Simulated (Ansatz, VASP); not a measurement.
One calculation of TiPd3, two programs

Contents of INCAR:

```
SYSTEM = TiPd3
PREC     = Accurate       ! precision mode
ENCUT    = 520            ! plane-wave cutoff, eV
EDIFF    = 1E-6           ! SCF threshold, eV
ISMEAR   = -1             ! smearing method
SIGMA    = 0.05           ! smearing width, eV
LREAL    = .False.        ! projectors in reciprocal space
LASPH    = .True.         ! aspherical terms in the spheres
NELM     = 100            ! most SCF steps
ALGO     = Normal         ! electronic algorithm
ISIF     = 2              ! what is computed and relaxed
LWAVE    = .False.        ! write WAVECAR
LCHARG   = .True.         ! write CHGCAR
LELF     = .True.         ! ELF
LVHAR    = .True.       
NBANDS   = 29             ! bands
```

The input KPOINTS:

```
regular mesh
0
Gamma
  11 11 11
  0 0 0
```

File POSCAR:

```
TiPd3
1.0
    3.8200000000      0.0000000000      0.0000000000
    0.0000000000      3.8200000000      0.0000000000
    0.0000000000      0.0000000000      3.8582000000
Ti Pd
1 3
Direct
    0.0000000000      0.0000000000      0.0000000000
    0.0000000000      0.5000000000      0.5000000000
    0.5000000000      0.0000000000      0.5000000000
    0.5000000000      0.5000000000      0.0000000000
```

Input for Ansatz:

```yaml
crystal:
  lattice:
    - [3.82, 0.0, 0.0]
    - [0.0, 3.82, 0.0]
    - [0.0, 0.0, 3.8582]
  atoms:
    - { symbol: Ti, position: [0.0, 0.0, 0.0] }
    - { symbol: Pd, position: [0.0, 0.5, 0.5] }
    - { symbol: Pd, position: [0.5, 0.0, 0.5] }
    - { symbol: Pd, position: [0.5, 0.5, 0.0] }
kpoints:
  mp_grid: { grid: [11, 11, 11] }
  band_path:
    path:
      - [0.0, 0.0, 0.0]
      - [0.0, 0.5, 0.0]
      - [0.5, 0.5, 0.0]
      - [0.0, 0.0, 0.0]
      - [0.0, 0.0, 0.5]
      - [0.0, 0.5, 0.5]
      - [0.5, 0.5, 0.5]
      - [0.0, 0.0, 0.5]
      - [0.0, 0.5, 0.0]
    npoints: 5
scf:
  occupations: { method: fermi_dirac, width: 0.05 }
hamiltonian:
  xc: lda
  pseudopotentials: { kind: all_electron, lapw: { basis_error: 0.001 } }
output:
  forces: true
  stress: true
  eigenvalues: true
```

Change from the starting cell: zz strain of +1 %.

Alike in both runs: task single point; functional LDA; k mesh 11 × 11 × 11; occupations fermi-dirac, width 0.05 eV; no spin polarisation.

|  | VASP | Ansatz |
| --- | --- | --- |
| version | VASP 6.6.1 | Ansatz 0.2.0 |
| potentials or method | VASP PAW LDA potentials, release 64 (Ti_sv, Pd), cutoff 520 eV | all-electron LAPW, scalar-relativistic |

|  | VASP | Ansatz | Ansatz less VASP |
| --- | --- | --- | --- |
| pressure (GPa) | 0.4 | 0.0 | -0.37 |
| traceless stress, the component that is largest in VASP (GPa) | -1.06 | -1.06 | -0.003 |

LDA's correlation is that of Perdew and Zunger in VASP and of Perdew and Wang (1992) in Ansatz. Ansatz ran all-electron here, and VASP with PAW potentials.
